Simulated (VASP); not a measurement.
A run of VASP 6.6.1 is set up as follows.

The input INCAR:

```
SYSTEM = H3C5
PREC = Accurate
ENCUT = 520
EDIFF = 1E-7
ISMEAR = 0
SIGMA = 0.05
LREAL = Auto
LASPH = .TRUE.
NELM = 60
ALGO = Normal
ISIF = 2
LWAVE = .FALSE.
LCHARG = .FALSE.
GGA = PE
NBANDS = 68
```

File KPOINTS:

```
Automatic mesh
0
G
  2 2 1
  0 0 0
```

Contents of POSCAR:

```
H3C5
1.0
    5.0487420000      0.0000000000      0.0000000000
    0.0000000000      5.0487420000      0.0000000000
    0.0000000000      0.0000000000     17.1355610000
H C
12 20
Direct
    0.4277868800      0.0000000000      0.0583581700
    0.0722131600      0.0000000000      0.0583581700
    0.9277869200      0.0000000000      0.0583581700
    0.5722132000      0.0000000000      0.0583581700
    0.4277868800      0.5000000400      0.0583581700
    0.0722131600      0.5000000400      0.0583581700
    0.9277869200      0.5000000400      0.0583581700
    0.5722132000      0.5000000400      0.0583581700
    0.7499390952      0.0039119896      0.3590585009
    0.2500174888      0.4957237031      0.3591017319
    0.7500247495      0.4959203983      0.3590784543
    1.2499896293      1.0037591244      0.3590705464
    0.2500000200      0.0000000000      0.0953981000
    0.7500000600      0.0000000000      0.0953981000
    0.2500000200      0.5000000400      0.0953981000
    0.7500000600      0.5000000400      0.0953981000
    0.2500000200      0.2500000200      0.1474827700
    0.7500000600      0.2500000200      0.1474827700
    0.2500000200      0.7500000600      0.1474827700
    0.7500000600      0.7500000600      0.1474827700
    0.0000072118      0.2499810271      0.1957756271
    0.4999982432      0.2499404722      0.1957750311
    0.0000198858      0.7499610974      0.2036061822
    0.4999803018      0.7499397983      0.2036024680
    0.0000140486      0.0165523928      0.2525042816
    0.5000005523      0.0165116566      0.2525034653
    0.0000025975      0.4833430548      0.2525309522
    0.4999651731      0.4833076444      0.2525225329
    0.2499998103      0.0881024470      0.2998624015
    0.7500084552      0.0882294058      0.2998481380
    0.2499838823      0.4116183802      0.2998755074
    0.7499767714      0.4117452223      0.2998584054
```

Potentials or basis: VASP PAW PBE potentials, release 64 (H, C).

The run is started by

```console
$ cat potpaw_PBE.64/H/POTCAR potpaw_PBE.64/C/POTCAR > POTCAR
$ mpirun -np 1 vasp_std > vasp.out
```

(1) Estimate the band gap on the k mesh.

(2) Predict the largest force.

Results:

(1) 1.83 eV.

(2) 8.956 eV/Å.

Caveat: the k points lie up to 0.62 Å⁻¹ apart.
